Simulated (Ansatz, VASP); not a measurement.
**One calculation of Ba, two programs**

File INCAR:

```
SYSTEM = Ba
PREC = Accurate ; ENCUT = 520
EDIFF = 1E-6 ; ISMEAR = 0
SIGMA = 0.1 ; LREAL = .False.
LASPH = .True. ; NELM = 80
ALGO = Fast ; ISIF = 2
LWAVE = .False. ; LCHARG = .True.
GGA = PE ; LELF = .True.
LVHAR = .True. ; NBANDS = 28
```

File KPOINTS:

```
regular mesh
0
Gamma
  12 12 4
  0 0 0
```

POSCAR

```
Ba
1.0
    4.6643343110      0.0000000000      0.0000000000
   -2.3321671554      4.0394320050      0.0000000000
    0.0000000000      0.0000000000     15.1677703586
Ba
4
Direct
    0.0000000000      0.0000000000      0.0000000000
    0.3333333300      0.6666666700      0.2500000000
    0.0000000000      0.0000000000      0.5000000000
    0.6666666700      0.3333333300      0.7500000000
```

Input for Ansatz:

```yaml
crystal:
  lattice:
    - [4.664334311, 0.0, 0.0]
    - [-2.3321671554, 4.039432005, 0.0]
    - [0.0, 0.0, 15.1677703586]
  atoms:
    - { symbol: Ba, position: [0.0, 0.0, 0.0] }
    - { symbol: Ba, position: [0.33333333, 0.66666667, 0.25] }
    - { symbol: Ba, position: [0.0, 0.0, 0.5] }
    - { symbol: Ba, position: [0.66666667, 0.33333333, 0.75] }
basis:
  ecutwfc: 420
kpoints:
  mp_grid: { grid: [12, 12, 4] }
hamiltonian:
  xc: pbe
scf:
  occupations: { method: gaussian, width: 0.1 }
output:
  forces: true
  stress: true
  eigenvalues: true
```

Alike in both runs: task single point; functional PBE; k mesh 12 × 12 × 4; occupations gaussian, width 0.1 eV; no spin polarisation.

```csv
,VASP,Ansatz
version,VASP 6.6.1,Ansatz 0.2.0
potentials or method,"VASP PAW PBE potentials, release 64 (Ba_sv), cutoff 520 eV","scalar-relativistic, plane waves, PAW"
valence electrons in the cell,40,40
```

Ansatz gave:

```
gap on the k mesh at the Fermi level (eV)                     : none
pressure (GPa)                                                : -0.8
traceless stress, the component that is largest in VASP (GPa) : 0.06
```

**Question.** Estimate VASP's values.

**Answer.** gap on the k mesh at the Fermi level (eV): none; pressure (GPa): -0.7; traceless stress, the component that is largest in VASP (GPa): 0.06.

A gap of «none» marks a metal or a gap that the smearing closes. The functional is the same, so the differences come from potentials, cutoffs and numerics.

Neither program's run includes spin-orbit coupling.
